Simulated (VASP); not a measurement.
**Co: single point with PBEsol**

Co:

```
CELL_PARAMETERS angstrom
2.52048 0.00000 0.00000
-1.26024 2.18280 0.00000
0.00000 0.00000 4.10001
ATOMIC_POSITIONS crystal
Co 0.66667 0.33333 0.75000
Co 0.33333 0.66667 0.25000
```

This cell differs from its parent crystal: volume scaled by 1.06.

```json
{
 "Program": "VASP 6.6.1",
 "Task": "single point",
 "Functional": "PBEsol",
 "Potentials or basis": "VASP PAW PBE potentials, release 64 (Co)",
 "Cutoff": "520 eV",
 "k mesh": "12 × 12 × 7",
 "Occupations": "fermi-dirac, width 0.05 eV",
 "Spin": "collinear spin, ferromagnetic start",
 "Starting moments": "[2.0, 2.0] μB"
}
```

```
Pressure                                              : -16.9 GPa
Net moment                                            : 3.30 μB per cell
Site moments                                          : Co +1.67 μB
Valence electrons inside the program's atomic spheres : Co 8.20
```

Stress tensor (GPa, compression positive):
```
-16.12   0.00   0.00
  0.00 -16.12   0.00
  0.00   0.00 -18.54
```

Levels at points of the mesh, in eV from the Fermi level:
Spin up:
```tsv
k point	band 7	band 8	band 9	band 10	band 11	band 12	band 13	band 14	band 15	band 16
(0.00, 0.00, 0.00)	-2.24	-1.90	-1.90	-0.88	-0.88	-0.18	5.90	21.66	23.88	23.88
(0.50, 0.00, 0.00)	-2.17	-0.73	-0.67	-0.60	1.19	3.11	9.29	9.89	12.31	13.36
```
Spin down:
```csv
k point,band 3,band 4,band 5,band 6,band 7,band 8,band 9,band 10,band 11,band 12
"(0.00, 0.00, 0.00)",-0.94,-0.87,-0.87,-0.53,-0.53,-0.18,-0.11,-0.11,1.02,1.02
"(0.50, 0.00, 0.00)",-3.05,-1.74,-1.00,-0.97,-0.58,1.16,1.26,1.32,2.45,4.12
```

It took 53 s on 1 thread of Intel(R) Xeon(R) Platinum 8488C (Sapphire Rapids) (shared host), peak memory 0.17 GiB.

Caveat: the PAW data sets were made with another functional, which shifts forces and pressure a little.
